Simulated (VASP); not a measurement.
Wanted: the native input for a VASP 6.6.1 run.

| Quantity | Value |
| --- | --- |
| Task | single point |
| Functional | LDA |
| Potentials or basis | VASP PAW LDA potentials, release 64 (In_d, As) |
| Cutoff | 520 eV |
| k mesh | 6 × 5 × 1 |
| Occupations | fermi-dirac, width 0.02 eV |
| Spin | no spin polarisation |
| Dipole correction | yes |
| Further INCAR settings | ALGO = Normal; EDIFF = 1e-06; NBANDS = 36 |

The structure of InAs lies in POSCAR:

```
InAs
1.0
    4.2617729329      0.0000000000      0.0000000000
    0.0000000000      6.0270570815      0.0000000000
    0.0000000000      0.0000000000     20.2618000000
In As
3 3
Direct
    0.2500000000      0.0884780689      0.4141598534
    0.7500000000      0.6728073470      0.5000197022
    0.2500000000      0.0885193679      0.5858190640
    0.7500000000      0.8685925860      0.3825832016
    0.2500000000      0.4129259366      0.4999810229
    0.7500000000      0.8686766937      0.6174371558
```

One way to write it, as run:

INCAR

```
ALGO = Normal
DIPOL = 0.5 0.5 0.500
EDIFF = 1E-6
ENCUT = 520
IDIPOL = 3
ISIF = 2
ISMEAR = -1
LASPH = T
LCHARG = F
LDIPOL = T
LREAL = F
LWAVE = F
NBANDS = 36
NELM = 100
PREC = Accurate
SIGMA = 0.02
```

KPOINTS

```
k-points
0
Gamma
  6 5 1
```

Potentials or basis: VASP PAW LDA potentials, release 64 (In_d, As).

Launch:

```sh
$ cat potpaw_LDA.64/In_d/POTCAR potpaw_LDA.64/As/POTCAR > POTCAR
$ mpirun -np 1 vasp_std > vasp.out
```

It gave:

The largest force is 0.033 eV/Å and the band gap on the k mesh is 0.27 eV (least direct gap 0.81 eV).

Caveat: spin-orbit coupling is left out, which moves the levels of the heavy elements.

Run time: 9.6 min on 1 thread of Intel(R) Xeon(R) 6975P-C (Granite Rapids), on a shared host, peak memory 0.52 GiB.
